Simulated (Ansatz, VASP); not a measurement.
Sn3Se in VASP and in Ansatz

The input INCAR:

```
ALGO     = Normal         # electronic algorithm
EDIFF    = 1E-7           # SCF threshold, eV
ENCUT    = 520            # plane-wave cutoff, eV
GGA      = PE             # functional
ISIF     = 2              # what is computed and relaxed
ISMEAR   = -1             # smearing method
LASPH    = True           # aspherical terms in the spheres
LCHARG   = False          # write CHGCAR
LREAL    = False          # projectors in reciprocal space
LWAVE    = False          # write WAVECAR
NBANDS   = 32             # bands
NELM     = 60             # most SCF steps
PREC     = Accurate       # precision mode
SIGMA    = 0.05           # smearing width, eV
```

The input KPOINTS:

```
k-points
0
Gamma
  6 6 6
```

Contents of POSCAR:

```
Sn3Se
1.0
    0.0000000000      3.7080826276      3.7080826276
    3.7080826276      0.0000000000      3.7080826276
    3.7080826276      3.7080826276      0.0000000000
Sn Se
3 1
Direct
    0.5000000000      0.5000000000      0.5000000000
    0.7500000000      0.7500000000      0.7500000000
    0.2500000000      0.2500000000      0.2500000000
    0.0000000000      0.0000000000      0.0000000000
```

Contents of input.yaml:

```yaml
crystal:
  lattice:
    - [0.0, 3.7080826276, 3.7080826276]
    - [3.7080826276, 0.0, 3.7080826276]
    - [3.7080826276, 3.7080826276, 0.0]
  atoms:
    - { symbol: Sn, position: [0.5, 0.5, 0.5] }
    - { symbol: Sn, position: [0.75, 0.75, 0.75] }
    - { symbol: Sn, position: [0.25, 0.25, 0.25] }
    - { symbol: Se, position: [0.0, 0.0, 0.0] }
hamiltonian:
  xc: pbe
  pseudopotentials: { kind: paw }
kpoints:
  mp_grid: { grid: [6, 6, 6] }
scf:
  occupations: { method: fermi_dirac, width: 0.05 }
output:
  forces: true
  stress: true
  eigenvalues: true
  write_density: true
  write_potential: true
  elf: true
  volumetric_format: npy
```

Alike in both runs: task single point; functional PBE; k mesh 6 × 6 × 6; occupations fermi-dirac, width 0.05 eV; no spin polarisation.

```csv
,VASP,Ansatz
version,VASP 6.6.1,Ansatz 0.2.0
potentials or method,"VASP PAW PBE potentials, release 64 (Sn_d, Se)",Ansatz PAW
plane-wave cutoff (eV),520,420
valence electrons in the cell,48,58
```

```tsv
	VASP	Ansatz	Ansatz less VASP
gap on the k mesh at the Fermi level (eV)	none	none	-
pressure (GPa)	0.8	0.8	+0.03
```

A gap of «none» marks a metal or a gap that the smearing closes. The functional is the same, so the differences come from potentials, cutoffs and numerics. VASP's potentials hold 48 valence electrons a cell and Ansatz's 58, so a difference there can come from the potentials and not from the codes.
